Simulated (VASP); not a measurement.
# TlCl (Pm-3m) in VASP: a series of runs

The runs below take TlCl through single point, with PBE.

Program: VASP 6.6.1. These are calculated values, not measurements. Logs are shortened: lines on timing, memory, paths and dates and some standing lists are left out, and cuts for length are marked.

**1. The cell of the first run**

The structure is cubic, space group Pm-3m (No. 221). Conventional cell: a = 3.866 Å, b = 3.866 Å, c = 3.866 Å, α = 90.00°, β = 90.00°, γ = 90.00°. Tl (site symmetry m-3m) has 8 Cl at 3.35 Å and 6 Tl at 3.87 Å within 4.4 Å. Cl (site symmetry m-3m) has 8 Tl at 3.35 Å and 6 Cl at 3.87 Å within 4.4 Å.

**2. Single point, PBE (28.88 Å³/atom)**

INCAR

```
SYSTEM = TlCl
PREC = Accurate
ENCUT = 500
EDIFF = 1E-6
ISMEAR = -1
SIGMA = 0.02
LREAL = .FALSE.
LASPH = .TRUE.
NELM = 120
ALGO = Normal
ISIF = 2
LWAVE = .FALSE.
LCHARG = .FALSE.
GGA = PE
NBANDS = 17
GGA_COMPAT = .FALSE.
```

KPOINTS

```
regular mesh
0
G
  8 8 8
  0 0 0
```

POSCAR

```
TlCl
1.0
    3.8656873874      0.0000000000      0.0000000000
    0.0000000000      3.8656873874      0.0000000000
    0.0000000000      0.0000000000      3.8656873874
Tl Cl
1 1
Direct
    0.0000000000      0.0000000000      0.0000000000
    0.5000000000      0.5000000000      0.5000000000
```

Potentials or basis: VASP PAW PBE potentials, release 64 (Tl_d, Cl).

The run is started by

```sh
cat potpaw_PBE.64/Tl_d/POTCAR potpaw_PBE.64/Cl/POTCAR > POTCAR
mpirun -np 1 vasp_std > vasp.out
```

OUTCAR:

```text
SYSTEM = TlCl
   PREC = Accurate
   ENCUT = 500
   EDIFF = 1E-6
   ISMEAR = -1
   LREAL = .FALSE.
   LASPH = .TRUE.
   NELM = 120
   ISIF = 2
   GGA = PE

 ion  position               nearest neighbor table
   1  0.000  0.000  0.000-   2 3.35   2 3.35   2 3.35   2 3.35   2 3.35   2 3.35   2 3.35   2 3.35

   2  0.500  0.500  0.500-   1 3.35   1 3.35   1 3.35   1 3.35   1 3.35   1 3.35   1 3.35   1 3.35

  LATTYP: Found a simple cubic cell.
 ALAT       =     3.8656873874

  Lattice vectors:

 A1 = (   3.8656873874,   0.0000000000,   0.0000000000)
 A2 = (   0.0000000000,   3.8656873874,   0.0000000000)
 A3 = (   0.0000000000,   0.0000000000,   3.8656873874)

Analysis of symmetry for initial positions (statically):
=====================================================================
 Subroutine PRICEL returns:
 Original cell was already a primitive cell.

 Routine SETGRP: Setting up the symmetry group for a
 simple cubic supercell.

 Subroutine GETGRP returns: Found 48 space group operations
 (whereof 48 operations were pure point group operations)
 out of a pool of 48 trial point group operations.

The static configuration has the point symmetry O_h .

Analysis of symmetry for dynamics (positions and initial velocities):
=====================================================================
 Subroutine PRICEL returns:
 Original cell was already a primitive cell.

 Routine SETGRP: Setting up the symmetry group for a
 simple cubic supercell.

 Subroutine GETGRP returns: Found 48 space group operations
 (whereof 48 operations were pure point group operations)
 out of a pool of 48 trial point group operations.

The dynamic configuration has the point symmetry O_h .

 Subroutine INISYM returns: Found 48 space group operations
 (whereof 48 operations are pure point group operations),
 and found     1 'primitive' translations

----------------------------------------------------------------------------------------

                                     Primitive cell

  volume of cell :      57.7671

  direct lattice vectors                    reciprocal lattice vectors
     3.865687387  0.000000000  0.000000000     0.258686205  0.000000000  0.000000000
     0.000000000  3.865687387  0.000000000     0.000000000  0.258686205  0.000000000
     0.000000000  0.000000000  3.865687387     0.000000000  0.000000000  0.258686205

  length of vectors
[... 80 lines left out ...]
   ENCUT  =  500.0 eV  36.75 Ry    6.06 a.u.   7.05  7.05  7.05*2*pi/ulx,y,z
   NELM   =    120;   NELMIN=  2; NELMDL= -5     # of ELM steps
   EDIFF  = 0.1E-05   stopping-criterion for ELM
   LREAL  =      F    real-space projection
   EDIFFG = 0.1E-04   stopping-criterion for IOM
   NSW    =      0    number of steps for IOM
   IBRION =     -1    ionic relax: 0-MD 1-quasi-New 2-CG
   NFREE  =      0    steps in history (QN), initial steepest desc. (CG)
   ISIF   =      2    stress and relaxation
   ISYM   =      2    0-nonsym 1-usesym 2-fastsym
   POTIM  = 0.5000    time-step for ionic-motion
   TEBEG  =    0.0;   TEEND  =   0.0 temperature during run
   PSTRESS=    0.0 pullay stress
   NELECT =      20.0000    total number of electrons
   NUPDOWN=      -1.0000    fix difference up-down
   EMIN   =  10.00;   EMAX   =-10.00  energy-range for DOS
   EFERMI =   0.00;   METHOD = LEGACY
   ISMEAR =    -1;   SIGMA  =   0.02  broadening in eV -4-tet -1-fermi 0-gaus
   EFERMI_NEDOS =   21; number of points for ismear=-14 and -15
   IALGO  =     38    algorithm
   IMIX   =      4    mixing-type and parameters
     AMIX     =   0.40;   BMIX     =  1.00
     AMIX_MAG =   1.60;   BMIX_MAG =  1.00
  volume/ion in A,a.u.               =      28.88       194.92
  Fermi-wavevector in a.u.,A,eV,Ry     =   1.149542  2.172319 17.979369  1.321446
  Thomas-Fermi vector in A             =   2.286211
   LORBIT       =      0    0 simple, 1 ext, 2 COOP (PROOUT), +10 PAW based schemes
   GGA     = PE    functional components
   LHFCALC =     F    Hartree Fock is set to
   AEXX    =    0.0000 exact exchange contribution
   IVDW    =     0    specifies the selected vdW correction
   LEPSILON=     F    determine dielectric tensor
   LRPA    =     F    only Hartree local field effects (RPA)
 non-spin polarized calculation
  energy-cutoff  :      500.00
  volume of cell :       57.77
 maximum number of plane-waves:      1492
   NGX = 15   NGY = 15   NGZ = 15

 number of electron      19.9999993 magnetization

 Free energy of the ion-electron system (eV)
  ---------------------------------------------------
  ext. energy  EPLUGINS =         0.00000000
  ---------------------------------------------------
  free energy    TOTEN  =        -6.01274301 eV

  energy without entropy =       -6.01274301  energy(sigma->0) =       -6.01274301

 E-fermi :   2.8885     XC(G=0):  -9.0185

 val. band max:        2.4423824054   @ k =   0.5000   0.0000   0.0000
 cond. band min:       4.5853147569   @ k =   0.5000   0.0000   0.0000
 fundamental gap:      2.1429323515
 Fermi energy:         2.8885058121

 k-point     1 :       0.0000    0.0000    0.0000
  band No.  band energies     occupation
      1     -11.1870      2.00000
      2      -7.4440      2.00000
      3      -7.4440      2.00000
      4      -7.2156      2.00000
      5      -7.2156      2.00000
      6      -7.2156      2.00000
[... 457 lines left out ...]
      4      -7.2766      2.00000
      5      -7.2525      2.00000
      6      -7.1780      2.00000
[... 9 lines left out ...]
     16      14.0441      0.00000
     17      16.1250      0.00000

 [... further k-points ...]

------------------------ aborting loop because EDIFF is reached ----------------------------------------

  FORCE on cell =-STRESS in cart. coord.  units (eV):
  Direction    XX          YY          ZZ          XY          YZ          ZX
  --------------------------------------------------------------------------------------
  -------------------------------------------------------------------------------------
  Total        0.2013453      0.2013453      0.2013453     -0.0000000     -0.0000000      0.0000000
  in kB        5.5843405      5.5843405      5.5843405     -0.0000000     -0.0000000      0.0000000
  external PRESSURE =       5.5843405 kB  Pullay stress =       0.0000000 kB

 VOLUME and BASIS-vectors are now :
 -----------------------------------------------------------------------------
  energy-cutoff  :      500.00
  volume of cell :       57.77
      direct lattice vectors                 reciprocal lattice vectors
     3.865687387  0.000000000  0.000000000     0.258686205  0.000000000  0.000000000
     0.000000000  3.865687387  0.000000000     0.000000000  0.258686205  0.000000000
     0.000000000  0.000000000  3.865687387     0.000000000  0.000000000  0.258686205

 POSITION                                       TOTAL-FORCE (eV/Angst)
 -----------------------------------------------------------------------------------
      0.00000      0.00000      0.00000         0.000000      0.000000      0.000000
      1.93284      1.93284      1.93284         0.000000      0.000000      0.000000
 -----------------------------------------------------------------------------------
    total drift:                               -0.000000      0.000000      0.000000

  FREE ENERGIE OF THE ION-ELECTRON SYSTEM (eV)
  ---------------------------------------------------
  free  energy   TOTEN  =        -6.0127430071 eV

  energy  without entropy=       -6.0127430071  energy(sigma->0) =       -6.01274301
```

stdout:

```text
POSCAR found type information on POSCAR TlCl
 POSCAR found :  2 types and       2 ions
 scaLAPACK will be used
 LDA part: xc-table for (Slater+PW92), standard interpolation
 POSCAR, INCAR and KPOINTS ok, starting setup
 FFT: planning ... GRIDC
 FFT: planning ... GRID_SOFT
 FFT: planning ... GRID
 WAVECAR not read
 entering main loop
```

Run time: 33 s. Hardware: 1 thread of Intel Xeon 8259CL, shared host; peak memory 0.17 GiB.

Results:

```
Free energy            : -6.0127 eV
Pressure               : 0.6 GPa
Band gap on the k mesh : 2.14 eV
```

Levels at points of the mesh, in eV from the valence-band top:
```csv
k point,band 7,band 8,band 9,band 10,band 11,band 12,band 13,band 14
"(0.00, 0.00, 0.00)",-4.50,-1.41,-1.41,-1.41,7.73,7.73,7.73,7.90
"(0.50, 0.00, 0.00)",-5.30,-1.00,-1.00,0.00,2.14,6.57,6.57,8.88
"(0.50, 0.50, 0.00)",-3.33,-2.82,-2.82,-0.96,4.87,4.87,8.37,8.45
"(0.50, 0.50, 0.50)",-2.18,-1.89,-1.89,-1.89,2.63,2.63,2.63,12.72
```

Caveat: spin-orbit coupling is left out, which moves the levels of the heavy elements.

**3. Single point, PBE (29.59 Å³/atom)**

This run uses another cell than the first one, of 29.59 Å³/atom.

INCAR

```
PREC     = Accurate       # precision mode
ENCUT    = 500            # plane-wave cutoff, eV
EDIFF    = 1E-6           # SCF threshold, eV
ISMEAR   = -1             # smearing method
SIGMA    = 0.02           # smearing width, eV
LREAL    = F              # projectors in reciprocal space
LASPH    = T              # aspherical terms in the spheres
NELM     = 120            # most SCF steps
ALGO     = Normal         # electronic algorithm
ISIF     = 2              # what is computed and relaxed
LWAVE    = F              # write WAVECAR
LCHARG   = F              # write CHGCAR
GGA      = PE             # functional
NBANDS   = 17             # bands
GGA_COMPAT= F
```

KPOINTS

```
Automatic mesh
0
Gamma
  8 8 8
```

POSCAR

```
TlCl
1.0
    3.8968636320      0.0000000000      0.0000000000
    0.0000000000      3.8968636320      0.0000000000
    0.0000000000      0.0000000000      3.8968636320
Tl Cl
1 1
Direct
    0.0000000000      0.0000000000      0.0000000000
    0.5000000000      0.5000000000      0.5000000000
```

Potentials or basis: VASP PAW PBE potentials, release 64 (Tl_d, Cl).

The run is started by

```sh
cat potpaw_PBE.64/Tl_d/POTCAR potpaw_PBE.64/Cl/POTCAR > POTCAR
mpirun -np 1 vasp_std > vasp.out
```

OUTCAR:

```text
PREC = Accurate
   ENCUT = 500
   EDIFF = 1E-6
   ISMEAR = -1
   LREAL = F
   LASPH = T
   NELM = 120
   ISIF = 2
   GGA = PE

 ion  position               nearest neighbor table
   1  0.000  0.000  0.000-   2 3.37   2 3.37   2 3.37   2 3.37   2 3.37   2 3.37   2 3.37   2 3.37

   2  0.500  0.500  0.500-   1 3.37   1 3.37   1 3.37   1 3.37   1 3.37   1 3.37   1 3.37   1 3.37

  LATTYP: Found a simple cubic cell.
 ALAT       =     3.8968636320

  Lattice vectors:

 A1 = (   3.8968636320,   0.0000000000,   0.0000000000)
 A2 = (   0.0000000000,   3.8968636320,   0.0000000000)
 A3 = (   0.0000000000,   0.0000000000,   3.8968636320)

Analysis of symmetry for initial positions (statically):
=====================================================================
 Subroutine PRICEL returns:
 Original cell was already a primitive cell.

 Routine SETGRP: Setting up the symmetry group for a
 simple cubic supercell.

 Subroutine GETGRP returns: Found 48 space group operations
 (whereof 48 operations were pure point group operations)
 out of a pool of 48 trial point group operations.

[... 158 lines left out ...]

  energy without entropy =       -6.01565207  energy(sigma->0) =       -6.01565207

 E-fermi :   2.6353     XC(G=0):  -8.9023

 val. band max:        2.1832646333   @ k =   0.5000   0.0000   0.0000
 cond. band min:       4.3826676034   @ k =   0.5000   0.0000   0.0000
 fundamental gap:      2.1994029701
 Fermi energy:         2.6353124319

 k-point     1 :       0.0000    0.0000    0.0000
  band No.  band energies     occupation
      1     -11.3041      2.00000
      2      -7.6598      2.00000
      3      -7.6598      2.00000
      4      -7.4465      2.00000
      5      -7.4465      2.00000
      6      -7.4465      2.00000
[... 457 lines left out ...]
      4      -7.5025      2.00000
      5      -7.4818      2.00000
      6      -7.4126      2.00000
[... 9 lines left out ...]
     16      13.7585      0.00000
     17      15.7210      0.00000

 [... further k-points ...]

------------------------ aborting loop because EDIFF is reached ----------------------------------------

  FORCE on cell =-STRESS in cart. coord.  units (eV):
  Direction    XX          YY          ZZ          XY          YZ          ZX
  --------------------------------------------------------------------------------------
  -------------------------------------------------------------------------------------
  Total       -0.0036552     -0.0036552     -0.0036552     -0.0000000     -0.0000000      0.0000000
  in kB       -0.0989650     -0.0989650     -0.0989650     -0.0000000     -0.0000000      0.0000000
  external PRESSURE =      -0.0989650 kB  Pullay stress =       0.0000000 kB

 VOLUME and BASIS-vectors are now :
 -----------------------------------------------------------------------------
  energy-cutoff  :      500.00
  volume of cell :       59.18
      direct lattice vectors                 reciprocal lattice vectors
     3.896863632  0.000000000  0.000000000     0.256616627  0.000000000  0.000000000
     0.000000000  3.896863632  0.000000000     0.000000000  0.256616627  0.000000000
     0.000000000  0.000000000  3.896863632     0.000000000  0.000000000  0.256616627

 POSITION                                       TOTAL-FORCE (eV/Angst)
 -----------------------------------------------------------------------------------
      0.00000      0.00000      0.00000         0.000000      0.000000      0.000000
      1.94843      1.94843      1.94843         0.000000      0.000000      0.000000
 -----------------------------------------------------------------------------------
    total drift:                               -0.000000      0.000000      0.000000

  FREE ENERGIE OF THE ION-ELECTRON SYSTEM (eV)
  ---------------------------------------------------
  free  energy   TOTEN  =        -6.0156520711 eV

  energy  without entropy=       -6.0156520711  energy(sigma->0) =       -6.01565207
```

OSZICAR:

```text
N       E                     dE             d eps       ncg     rms          rms(c)
DAV:   1     0.956917739339E+02    0.95692E+02   -0.98394E+03  1238   0.100E+03
DAV:   2    -0.258232287714E+01   -0.98274E+02   -0.95187E+02  1503   0.223E+02
DAV:   3    -0.643673742251E+01   -0.38544E+01   -0.38451E+01  1362   0.388E+01
DAV:   4    -0.646579838516E+01   -0.29061E-01   -0.29057E-01  1610   0.396E+00
DAV:   5    -0.646618367595E+01   -0.38529E-03   -0.38528E-03  1448   0.428E-01    0.302E+00
DAV:   6    -0.604828116811E+01    0.41790E+00   -0.72666E-01  1311   0.433E+00    0.195E+00
DAV:   7    -0.601732166792E+01    0.30960E-01   -0.15119E-01  1345   0.173E+00    0.125E+00
DAV:   8    -0.601623774713E+01    0.10839E-02   -0.26399E-02  1351   0.103E+00    0.314E-01
DAV:   9    -0.601542787972E+01    0.80987E-03   -0.26342E-03  1443   0.247E-01    0.142E-01
DAV:  10    -0.601567039945E+01   -0.24252E-03   -0.83541E-04  1289   0.135E-01    0.740E-02
DAV:  11    -0.601565224997E+01    0.18149E-04   -0.54027E-05  1438   0.417E-02    0.208E-02
DAV:  12    -0.601565207106E+01    0.17891E-06   -0.66841E-06  1381   0.144E-02
   1 F= -.60156521E+01 E0= -.60156521E+01  d E =-.844869E-12
```

stdout:

```text
POSCAR found type information on POSCAR TlCl
 POSCAR found :  2 types and       2 ions
 scaLAPACK will be used
 LDA part: xc-table for (Slater+PW92), standard interpolation
 POSCAR, INCAR and KPOINTS ok, starting setup
 FFT: planning ... GRIDC
 FFT: planning ... GRID_SOFT
 FFT: planning ... GRID
 WAVECAR not read
 entering main loop
```

Run time: 31 s. Hardware: 1 thread of Intel Xeon 8259CL, shared host; peak memory 0.17 GiB.

Results:

| Property | Result |
| --- | --- |
| Free energy | -6.0157 eV |
| Pressure | 0.0 GPa |
| Band gap on the k mesh | 2.20 eV |

Caveat: spin-orbit coupling is left out, which moves the levels of the heavy elements. A k mesh can miss the band edges.
